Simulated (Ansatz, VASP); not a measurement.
## AlN in VASP and in Ansatz

File INCAR:

```
SYSTEM = AlN
ALGO = Normal
EDIFF = 1E-6
ENCUT = 520
GGA = PE
ISIF = 2
ISMEAR = 0
LASPH = .True.
LCHARG = .False.
LREAL = .False.
LWAVE = .False.
NBANDS = 26
NELM = 60
PREC = Accurate
SIGMA = 0.05
```

Contents of KPOINTS:

```
k-points
0
Gamma
  6 6 6
  0 0 0
```

POSCAR

```
AlN
1.0
    4.4025164325      0.0000000000      0.0000000000
    0.0000000000     -4.4025164325      0.0000000000
    0.0000000000      0.0000000000     -4.4025164325
Al N
4 4
Direct
   -0.0809495713     -0.0286199954     -0.0809495713
    0.5000000000      0.5000000000      0.0000000000
    0.5000000000      0.0000000000      0.5000000000
    0.0000000000      0.5000000000      0.5000000000
    0.7500000000      0.7500000000      0.7500000000
    0.2500000000      0.2500000000      0.7500000000
    0.2500000000      0.7500000000      0.2500000000
    0.7500000000      0.2500000000      0.2500000000
```

Input for Ansatz:

```yaml
crystal:
  lattice:
    - [4.4025164325, 0.0, 0.0]
    - [0.0, -4.4025164325, 0.0]
    - [0.0, 0.0, -4.4025164325]
  atoms:
    - { symbol: Al, position: [-0.0809495713, -0.0286199954, -0.0809495713] }
    - { symbol: Al, position: [0.5, 0.5, 0.0] }
    - { symbol: Al, position: [0.5, 0.0, 0.5] }
    - { symbol: Al, position: [0.0, 0.5, 0.5] }
    - { symbol: "N", position: [0.75, 0.75, 0.75] }
    - { symbol: "N", position: [0.25, 0.25, 0.75] }
    - { symbol: "N", position: [0.25, 0.75, 0.25] }
    - { symbol: "N", position: [0.75, 0.25, 0.25] }
basis:
  ecutwfc: 420
kpoints:
  mp_grid: { grid: [6, 6, 6] }
hamiltonian:
  xc: pbe
  pseudopotentials: { kind: paw, azcp: { folder: soft_1 } }
scf:
  occupations: { method: gaussian, width: 0.05 }
output:
  forces: true
  stress: true
  eigenvalues: true
```

Alike in both runs: task single point; functional PBE; k mesh 6 × 6 × 6; occupations gaussian, width 0.05 eV; no spin polarisation.

```csv
,VASP,Ansatz
version,VASP 6.6.1,Ansatz 0.2.0
potentials or method,"VASP PAW PBE potentials, release 64 (Al, N), cutoff 520 eV","scalar-relativistic, plane waves, PAW"
valence electrons in the cell,32,32
```

VASP gave:

```
gap on the k mesh at the Fermi level (eV)                     : 1.33
least direct gap on the mesh (eV)                             : 1.41
pressure (GPa)                                                : 14.2
traceless stress, the component that is largest in VASP (GPa) : -16.34
rms of the force components (eV/Å)                            : 6.240
```

Question: What did Ansatz give for the same quantities?

Answer: gap on the k mesh at the Fermi level (eV): 1.33; least direct gap on the mesh (eV): 1.42; pressure (GPa): 14.3; traceless stress, the component that is largest in VASP (GPa): -16.28; rms of the force components (eV/Å): 6.230.

Atom by atom the forces differ by 0.012 eV/Å (rms over components).
